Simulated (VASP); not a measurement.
# BN (R3m) in VASP: notebook

BN is run at these levels: PBEsol; tasks: single point.

Everything below comes from runs of VASP 6.6.1. Logs are shortened: lines on timing, memory, paths and dates and some standing lists are left out, and cuts for length are marked.

**1. The cell of the first run**

Symmetry: R3m, No. 160, trigonal system. The conventional cell has a = 2.564 Å, b = 2.564 Å, c = 6.280 Å, α = 90.00°, β = 90.00°, γ = 120.00°. B (site symmetry 3m) has 4 N at 1.54 to 1.67 Å within 2.1 Å. N (site symmetry 3m) has 4 B at 1.54 to 1.67 Å within 2.1 Å.

**2. Single point, PBEsol**

Contents of INCAR:

```
PREC = Accurate
ENCUT = 520
EDIFF = 1E-6
ISMEAR = 0
SIGMA = 0.05
LREAL = False
LASPH = True
NELM = 80
ALGO = Normal
ISIF = 2
LWAVE = False
LCHARG = False
GGA = PS
NBANDS = 11
```

Contents of KPOINTS:

```
Automatic mesh
0
Gamma
  12 12 12
```

Contents of POSCAR:

```
BN
1.0
    0.0000000000      1.8130010000      1.8130010000
    1.8130010000      0.0000000000      1.8130010000
    1.8130010000      1.8130010000      0.0000000000
B N
1 1
Direct
    0.0000000000      0.0000000000      0.0000000000
    0.7977675083      0.7340774972      0.7340774972
```

Potentials or basis: VASP PAW PBE potentials, release 64 (B, N).

Started as:

```sh
cat potpaw_PBE.64/B/POTCAR potpaw_PBE.64/N/POTCAR > POTCAR
mpirun -np 1 vasp_std > vasp.out
```

OUTCAR:

```text
PREC = Accurate
   ENCUT = 520
   EDIFF = 1E-6
   ISMEAR = 0
   LREAL = False
   LASPH = True
   NELM = 80
   ISIF = 2
   GGA = PS

 ion  position               nearest neighbor table
   1  0.000  0.000  0.000-   2 1.54   2 1.54   2 1.54   2 1.67
   2  0.798  0.734  0.734-   1 1.54   1 1.54   1 1.54   1 1.67

  LATTYP: Found a face centered cubic cell.
 ALAT       =     3.6260020000

  Lattice vectors:

 A1 = (   0.0000000000,   1.8130010000,   1.8130010000)
 A2 = (   1.8130010000,   0.0000000000,   1.8130010000)
 A3 = (   1.8130010000,   1.8130010000,   0.0000000000)

Analysis of symmetry for initial positions (statically):
=====================================================================
 Subroutine PRICEL returns:
 Original cell was already a primitive cell.

 Routine SETGRP: Setting up the symmetry group for a
 face centered cubic supercell.

 Subroutine GETGRP returns: Found  6 space group operations
 (whereof  6 operations were pure point group operations)
 out of a pool of 48 trial point group operations.

The static configuration has the point symmetry C_3v.

Analysis of symmetry for dynamics (positions and initial velocities):
=====================================================================
 Subroutine PRICEL returns:
 Original cell was already a primitive cell.

 Routine SETGRP: Setting up the symmetry group for a
 face centered cubic supercell.

 Subroutine GETGRP returns: Found  6 space group operations
 (whereof  6 operations were pure point group operations)
 out of a pool of 48 trial point group operations.

The dynamic configuration has the point symmetry C_3v.

 Subroutine INISYM returns: Found  6 space group operations
 (whereof  6 operations are pure point group operations),
 and found     1 'primitive' translations

----------------------------------------------------------------------------------------

                                     Primitive cell

  volume of cell :      11.9186

  direct lattice vectors                    reciprocal lattice vectors
     0.000000000  1.813001000  1.813001000    -0.275785838  0.275785838  0.275785838
     1.813001000  0.000000000  1.813001000     0.275785838 -0.275785838  0.275785838
     1.813001000  1.813001000  0.000000000     0.275785838  0.275785838 -0.275785838

  length of vectors
     2.563970603  2.563970603  2.563970603     0.477675083  0.477675083  0.477675083

  position of ions in fractional coordinates (direct lattice)
     0.000000000  0.000000000  0.000000000
     0.797767508  0.734077497  0.734077497

  ion indices of the primitive-cell ions
   primitive index   ion index
                 1           1
                 2           2

----------------------------------------------------------------------------------------

 KPOINTS: Automatic mesh

Automatic generation of k-mesh.
 Grid dimensions read from file:
 generate k-points for:   12   12   12

 Generating k-lattice:

  Cartesian coordinates                     Fractional coordinates (reciprocal lattice)
    -0.022982153  0.022982153  0.022982153     0.083333333  0.000000000  0.000000000
     0.022982153 -0.022982153  0.022982153     0.000000000  0.083333333  0.000000000
     0.022982153  0.022982153 -0.022982153     0.000000000  0.000000000  0.083333333

  Length of vectors
     0.039806257  0.039806257  0.039806257

  Shift w.r.t. Gamma in fractional coordinates (k-lattice)
     0.000000000  0.000000000  0.000000000

 Subroutine IBZKPT returns following result:
 ===========================================

 Found    189 irreducible k-points:

 Following reciprocal coordinates:
            Coordinates               Weight
  0.000000  0.000000  0.000000      1.000000
  0.083333  0.000000  0.000000      2.000000
  0.000000  0.083333  0.000000      6.000000
  0.166667  0.000000  0.000000      2.000000
  0.000000  0.166667  0.000000      6.000000
  0.250000  0.000000  0.000000      2.000000
[... 16 lines left out ...]
  0.083333  0.000000  0.333333      6.000000
  0.416667  0.083333  0.000000      6.000000
 [... further k-points ...]
   k-points           NKPTS =    189   k-points in BZ     NKDIM =    189   number of bands    NBANDS=     11
   number of dos      NEDOS =    301   number of ions     NIONS =      2
   total plane-waves  NPLWV =   8000
   dimension x,y,z NGX =    20 NGY =   20 NGZ =   20
   dimension x,y,z NGXF=    40 NGYF=   40 NGZF=   40
   ions per type =               1   1
   NGX,Y,Z   is equivalent  to a cutoff of  12.97, 12.97, 12.97 a.u.
   NGXF,Y,Z  is equivalent  to a cutoff of  25.94, 25.94, 25.94 a.u.
 SYSTEM =  unknown system
   PREC   = accura    normal or accurate (medium, high low for compatibility)
   ISTART =      0    job   : 0-new  1-cont  2-samecut
   ICHARG =      2    charge: 1-file 2-atom 10-const
   ISPIN  =      1    spin polarized calculation?
   LNONCOLLINEAR =      F non collinear calculations
   LSORBIT =      F    spin-orbit coupling
   LASPH  =      T    aspherical Exc in radial PAW
   ENCUT  =  520.0 eV  38.22 Ry    6.18 a.u.   4.77  4.77  4.77*2*pi/ulx,y,z
   NELM   =     80;   NELMIN=  2; NELMDL= -5     # of ELM steps
   EDIFF  = 0.1E-05   stopping-criterion for ELM
   LREAL  =      F    real-space projection
   EDIFFG = 0.1E-04   stopping-criterion for IOM
   NSW    =      0    number of steps for IOM
   IBRION =     -1    ionic relax: 0-MD 1-quasi-New 2-CG
   NFREE  =      0    steps in history (QN), initial steepest desc. (CG)
   ISIF   =      2    stress and relaxation
   ISYM   =      2    0-nonsym 1-usesym 2-fastsym
   POTIM  = 0.5000    time-step for ionic-motion
   TEBEG  =    0.0;   TEEND  =   0.0 temperature during run
   PSTRESS=    0.0 pullay stress
   NELECT =       8.0000    total number of electrons
   NUPDOWN=      -1.0000    fix difference up-down
   EMIN   =  10.00;   EMAX   =-10.00  energy-range for DOS
   EFERMI =   0.00;   METHOD = LEGACY
   ISMEAR =     0;   SIGMA  =   0.05  broadening in eV -4-tet -1-fermi 0-gaus
   EFERMI_NEDOS =   21; number of points for ismear=-14 and -15
   IALGO  =     38    algorithm
   IMIX   =      4    mixing-type and parameters
     AMIX     =   0.40;   BMIX     =  1.00
     AMIX_MAG =   1.60;   BMIX_MAG =  1.00
  volume/ion in A,a.u.               =       5.96        40.22
  Fermi-wavevector in a.u.,A,eV,Ry     =   1.433387  2.708709 27.954506  2.054598
  Thomas-Fermi vector in A             =   2.552911
   LORBIT       =      0    0 simple, 1 ext, 2 COOP (PROOUT), +10 PAW based schemes
   GGA     = PS    functional components
   LHFCALC =     F    Hartree Fock is set to
   AEXX    =    0.0000 exact exchange contribution
   IVDW    =     0    specifies the selected vdW correction
   LEPSILON=     F    determine dielectric tensor
   LRPA    =     F    only Hartree local field effects (RPA)
 non-spin polarized calculation
 Gauss-broadening in eV      SIGMA  =   0.05
  energy-cutoff  :      520.00
  volume of cell :       11.92
 maximum number of plane-waves:       332
   NGX =  9   NGY =  9   NGZ =  9

 number of electron       8.0000000 magnetization

 Free energy of the ion-electron system (eV)
  ---------------------------------------------------
  ext. energy  EPLUGINS =         0.00000000
  ---------------------------------------------------
  free energy    TOTEN  =       -18.24334109 eV

  energy without entropy =      -18.24334109  energy(sigma->0) =      -18.24334109

 E-fermi :   8.4106     XC(G=0): -12.9714

 val. band max:        8.1264061765   @ k =   0.0000   0.0000   0.0000
 cond. band min:      11.4467727925   @ k =   0.5000   0.5000   0.0000
 fundamental gap:      3.3203666159
 Fermi energy:         8.4106162788

 k-point     1 :       0.0000    0.0000    0.0000
  band No.  band energies     occupation
      1     -12.9040      2.00000
      2       6.7420      2.00000
      3       6.7420      2.00000
      4       8.1264      2.00000
      5      15.3881      0.00000
      6      16.3765      0.00000
      7      16.3765      0.00000
      8      17.3778      0.00000
      9      31.4756      0.00000
     10      34.3116      0.00000
     11      34.8103      0.00000

 k-point     2 :       0.0833    0.0000    0.0000
  band No.  band energies     occupation
      1     -12.7337      2.00000
      2       6.5979      2.00000
      3       6.5979      2.00000
      4       7.0618      2.00000
      5      15.8580      0.00000
      6      16.5784      0.00000
      7      16.5784      0.00000
      8      17.7903      0.00000
      9      31.2620      0.00000
     10      32.8338      0.00000
     11      32.8338      0.00000

 k-point     3 :       0.0000    0.0833    0.0000
  band No.  band energies     occupation
      1     -12.7361      2.00000
      2       5.9381      2.00000
      3       6.5528      2.00000
      4       7.8977      2.00000
      5      15.5081      0.00000
      6      16.5192      0.00000
      7      16.7202      0.00000
      8      18.0573      0.00000
      9      31.1886      0.00000
     10      32.3980      0.00000
     11      32.5633      0.00000

 k-point     4 :       0.1667    0.0000    0.0000
  band No.  band energies     occupation
      1     -12.2292      2.00000
      2       4.7575      2.00000
      3       6.2390      2.00000
      4       6.2390      2.00000
      5      16.4243      0.00000
      6      17.0327      0.00000
      7      17.0327      0.00000
      8      18.9448      0.00000
      9      30.7644      0.00000
     10      31.4409      0.00000
     11      31.4409      0.00000
[... 239 lines left out ...]
 k-point    22 :       0.0000    0.3333    0.0833
  band No.  band energies     occupation
      1     -10.6168      2.00000
      2       0.1067      2.00000
      3       4.9429      2.00000
      4       6.0589      2.00000
      5      16.0550      0.00000
      6      18.2563      0.00000
      7      18.9249      0.00000
      8      21.0557      0.00000
      9      27.8575      0.00000
     10      31.7299      0.00000
     11      33.1531      0.00000

 k-point    23 :       0.0833    0.0000    0.3333
  band No.  band energies     occupation
      1     -10.6216      2.00000
      2       0.0703      2.00000
      3       4.6946      2.00000
      4       6.4365      2.00000
      5      16.0724      0.00000
      6      17.3340      0.00000
      7      19.6755      0.00000
      8      21.4907      0.00000
      9      27.8448      0.00000
     10      31.9433      0.00000
     11      32.0291      0.00000

 k-point    24 :       0.4167    0.0833    0.0000
  band No.  band energies     occupation
      1      -9.4671      2.00000
      2      -1.5978      2.00000
      3       4.7987      2.00000
      4       4.9181      2.00000
      5      16.7153      0.00000
      6      17.9463      0.00000
      7      18.2635      0.00000
      8      21.3250      0.00000
      9      29.7013      0.00000
     10      32.4424      0.00000
     11      34.5248      0.00000

 [... further k-points ...]
[... 5 lines left out ...]
  --------------------------------------------------------------------------------------
  -------------------------------------------------------------------------------------
  Total       -0.2476408     -0.2476408     -0.2476408     -0.0456264      0.0456264     -0.0456264
  in kB      -33.2896044    -33.2896044    -33.2896044     -6.1334145      6.1334145     -6.1334145
  external PRESSURE =     -33.2896044 kB  Pullay stress =       0.0000000 kB

 VOLUME and BASIS-vectors are now :
 -----------------------------------------------------------------------------
  energy-cutoff  :      520.00
  volume of cell :       11.92
      direct lattice vectors                 reciprocal lattice vectors
     0.000000000  1.813001000  1.813001000    -0.275785838  0.275785838  0.275785838
     1.813001000  0.000000000  1.813001000     0.275785838 -0.275785838  0.275785838
     1.813001000  1.813001000  0.000000000     0.275785838  0.275785838 -0.275785838

 POSITION                                       TOTAL-FORCE (eV/Angst)
 -----------------------------------------------------------------------------------
      0.00000      0.00000      0.00000        -1.059284      1.059284      1.059284
      2.66177      2.77724      2.77724         1.059284     -1.059284     -1.059284
 -----------------------------------------------------------------------------------
    total drift:                               -0.000012      0.000012      0.000012

  FREE ENERGIE OF THE ION-ELECTRON SYSTEM (eV)
  ---------------------------------------------------
  free  energy   TOTEN  =       -18.2433410910 eV

  energy  without entropy=      -18.2433410910  energy(sigma->0) =      -18.24334109
```

It took 17 s on 1 thread of Intel Xeon Platinum 8259CL at 2.50GHz (Skylake/Cascade Lake), shared host; peak memory 0.14 GiB.

What came out:

```
Free energy            : -18.2433 eV
Pressure               : -3.3 GPa
Largest force          : 1.835 eV/Å
Band gap on the k mesh : 3.32 eV, indirect (least direct gap 7.26 eV)
```

Forces on the atoms (eV/Å):
```
B   -1.059  1.059  1.059
N    1.059 -1.059 -1.059
```

Caveat: the cell differs from its parent crystal (all N atoms moved -0.100 Å, as atom 2 towards its neighbour atom 1 (B) at 1.570 Å); the PAW data sets were made with another functional, which shifts forces and pressure a little.

**3. Single point, PBEsol**

Contents of INCAR:

```
SYSTEM = BN
ALGO = Normal
EDIFF = 1E-6
ENCUT = 520
GGA = PS
ISIF = 2
ISMEAR = 0
LASPH = .TRUE.
LCHARG = .TRUE.
LELF = .TRUE.
LREAL = .FALSE.
LVHAR = .TRUE.
LWAVE = .FALSE.
NBANDS = 11
NELM = 80
PREC = Accurate
SIGMA = 0.05
```

Contents of KPOINTS:

```
k-points
0
G
  12 12 12
  0 0 0
```

Changes to POSCAR since step 2:

```diff
@@ -9,2 +9,2 @@
     0.0000000000      0.0000000000      0.0000000000
-    0.7977675083      0.7340774972      0.7340774972
+    0.7141743687      0.7619418771      0.7619418771
```

Potentials or basis: VASP PAW PBE potentials, release 64 (B, N).

Started as:

```sh
cat potpaw_PBE.64/B/POTCAR potpaw_PBE.64/N/POTCAR > POTCAR
mpirun -np 1 vasp_std > vasp.out
```

Run time: 17 s. Hardware: 1 thread of Intel Xeon Platinum 8259CL at 2.50GHz (Skylake/Cascade Lake), shared host; peak memory 0.14 GiB.

The run converged. Its results:

```
Free energy            : -18.2695 eV
Pressure               : -3.9 GPa
Largest force          : 2.091 eV/Å
Band gap on the k mesh : 3.84 eV, indirect (least direct gap 8.03 eV)
```

Forces on the atoms (eV/Å):
```
B    1.207 -1.207 -1.207
N   -1.207  1.207  1.207
```

Stress tensor (GPa, compression positive):
```
-3.94 -2.29 -2.29
-2.29 -3.94  2.29
-2.29  2.29 -3.94
```

Levels at points of the mesh, in eV from the valence-band top:
| k point | band 1 | band 2 | band 3 | band 4 | band 5 | band 6 | band 7 | band 8 | band 9 |
| --- | --- | --- | --- | --- | --- | --- | --- | --- | --- |
| (0.00, 0.00, 0.00) | -20.53 | -1.20 | 0.00 | 0.00 | 8.03 | 8.03 | 8.98 | 9.84 | 23.92 |
| (0.50, 0.00, 0.00) | -16.35 | -11.27 | -2.18 | -2.18 | 9.62 | 10.45 | 10.45 | 14.97 | 21.90 |
| (0.00, 0.50, 0.00) | -16.31 | -11.01 | -2.88 | -1.81 | 9.15 | 9.37 | 11.33 | 14.44 | 22.78 |
| (0.50, 0.50, 0.00) | -14.96 | -9.30 | -5.41 | -5.10 | 3.84 | 8.57 | 17.02 | 17.92 | 19.98 |

Caveat: the cell differs from its parent crystal (all N atoms moved +0.075 Å, as atom 2 towards its neighbour atom 1 (B) at 1.570 Å); the PAW data sets were made with another functional, which shifts forces and pressure a little. A k mesh can miss the band edges.

**4. Single point, PBEsol**

Contents of INCAR:

```
  ALGO = Normal
  EDIFF = 1E-6
  ENCUT = 520
  GGA = PS
  ISIF = 2
  ISMEAR = 0
  LASPH = T
  LCHARG = F
  LREAL = F
  LWAVE = F
  NBANDS = 11
  NELM = 100
  PREC = Accurate
  SIGMA = 0.05
```

Contents of KPOINTS:

```
k-points
0
Gamma
  12 12 12
```

Changes to POSCAR since step 3:

```diff
@@ -9,2 +9,2 @@
     0.0000000000      0.0000000000      0.0000000000
-    0.7141743687      0.7619418771      0.7619418771
+    0.7738837542      0.7420387486      0.7420387486
```

Started as:

```sh
cat potpaw_PBE.64/B/POTCAR potpaw_PBE.64/N/POTCAR > POTCAR
mpirun -np 1 vasp_std > vasp.out
```

It took 17 s on 1 thread of Intel Xeon Platinum 8259CL at 2.50GHz (Skylake/Cascade Lake), shared host; peak memory 0.13 GiB.

Results (log left out):

| Item | Value |
| --- | --- |
| Free energy | -18.3166 eV |
| Pressure | -5.1 GPa |
| Largest force | 1.051 eV/Å |
| Band gap on the k mesh | 3.77 eV, indirect (least direct gap 7.88 eV) |

Forces on the atoms (eV/Å):
```
B   -0.607  0.607  0.607
N    0.607 -0.607 -0.607
```

Stress tensor (GPa, compression positive):
```
-5.09  0.19  0.19
 0.19 -5.09 -0.19
 0.19 -0.19 -5.09
```

Levels at points of the mesh, in eV from the valence-band top:
```tsv
k point	band 2	band 3	band 4	band 5	band 6	band 7
(0.00, 0.00, 0.00)	-0.74	-0.74	0.00	7.88	8.45	8.45
(0.50, 0.00, 0.00)	-11.05	-2.51	-2.51	9.50	9.93	9.93
(0.00, 0.50, 0.00)	-11.22	-2.73	-2.02	9.13	9.86	10.81
(0.50, 0.50, 0.00)	-9.39	-5.50	-5.23	3.77	8.51	17.12
```

Caveat: the cell differs from its parent crystal (all N atoms moved -0.050 Å, as atom 2 towards its neighbour atom 1 (B) at 1.570 Å); the PAW data sets were made with another functional, which shifts forces and pressure a little.

(Part 1 of 2 ends here.)
